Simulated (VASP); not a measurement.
Here is a VASP 6.6.1 calculation.

File POSCAR:

```
C
1.0
    0.0000000000      2.3662875000      3.3480000000
    1.3661500000      0.0000000000      3.3480000000
    1.3661500000      2.3662875000      0.0000000000
C
2
Direct
    0.1666700000      0.8333300000      0.1666700000
    0.8333300000      0.1666700000      0.8333300000
```

The input INCAR.step1:

```
SYSTEM = C
PREC = Accurate
ENCUT = 520
ISMEAR = 0
SIGMA = 0.05
LREAL = .FALSE.
LASPH = .TRUE.
NELM = 60
NBANDS = 11
GGA = PE
ALGO = Normal
EDIFF = 1E-4
LWAVE = .TRUE.
LCHARG = .FALSE.
```

Contents of INCAR.step2:

```
SYSTEM = C
PREC = Accurate
ENCUT = 520
EDIFF = 1E-7
ISMEAR = 0
SIGMA = 0.05
LREAL = .FALSE.
LASPH = .TRUE.
NELM = 60
ALGO = Normal
ISIF = 2
LWAVE = .FALSE.
LCHARG = .TRUE.
METAGGA = R2SCAN
LMIXTAU = .TRUE.
LELF = .TRUE.
LVHAR = .TRUE.
NBANDS = 11
ISTART = 1
```

File KPOINTS:

```
regular mesh
0
G
  14 14 14
  0 0 0
```

Potentials or basis: VASP PAW PBE potentials, release 64 (C).

Run with:

```bash
$ cat potpaw_PBE.64/C/POTCAR > POTCAR
$ cp INCAR.step1 INCAR
$ mpirun -np 1 vasp_std > vasp.out
$ cp INCAR.step2 INCAR
$ mpirun -np 1 vasp_std > vasp.out
```

Problem. Predict the pressure.

Solution. -55.8 GPa.

Problem. What does it give for the largest force?

Solution. 0.022 eV/Å.

Problem. Estimate the band gap on the k mesh.

Solution. Zero (band 4 reaches 3.27 eV, above the bottom of band 5 at 3.27 eV).

Stress tensor (GPa, compression positive):
```
-84.64   0.00   0.00
  0.00 -84.96   0.00
  0.00   0.00   2.34
```

Caveat: the cell differs from its parent crystal (strain +0.1125 x Voigt [1, 1, 0, 0, 0, 0]); the PAW data sets were made with another functional, which shifts forces and pressure a little.
